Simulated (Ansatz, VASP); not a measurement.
**LiIn6P6: VASP beside Ansatz**

```xyz
13
Lattice="-5.9604 -2.9802 -2.9802 -2.9802 -5.9604 2.9802 -5.9604 2.9802 2.9802" Properties=species:S:1:pos:R:3 pbc="T T T"
In   -5.8886   -5.9620    0.0196
In   -2.9084   -2.9606   -0.0017
In   -0.0916    0.1217    0.1217
In   -8.8249   -3.0619    0.2399
In   -9.0181   -6.0209    2.9196
In   -5.8447   -2.7402    2.8985
P    -7.3167   -4.5166    1.6434
P    -4.3366   -1.3368    1.4437
P    -7.6151   -1.4519   -1.4519
P   -10.4264   -1.4315    1.4967
P    -7.3535    1.5132    1.5132
P    -7.4463   -1.4835    4.5288
Li    1.5730   -1.4640   -1.4640
```

Alike in both runs: functional PBE; k mesh 4 × 4 × 4; occupations gaussian, width 0.05 eV; no spin polarisation.

Ansatz relaxed the structure, and its values are those at the end. VASP's run is a single point on that final structure, the one shown.

|  | VASP | Ansatz |
| --- | --- | --- |
| version | VASP 6.6.1 | Ansatz 0.2.0 |
| potentials or method | VASP PAW PBE potentials, release 64 (In_d, P, Li_sv), cutoff 650 eV | scalar-relativistic, plane waves, PAW |
| valence electrons in the cell | 111 | 111 |

Ansatz gave:

* gap on the k mesh at the Fermi level (eV): none
* pressure (GPa): 2.3
* rms of the force components (eV/Å): 0.007

What did VASP give for the same quantities?

gap on the k mesh at the Fermi level (eV): none; pressure (GPa): 2.3; rms of the force components (eV/Å): 0.008.

A gap of «none» marks a metal or a gap that the smearing closes. Ansatz's warnings: stress scf threshold loose.
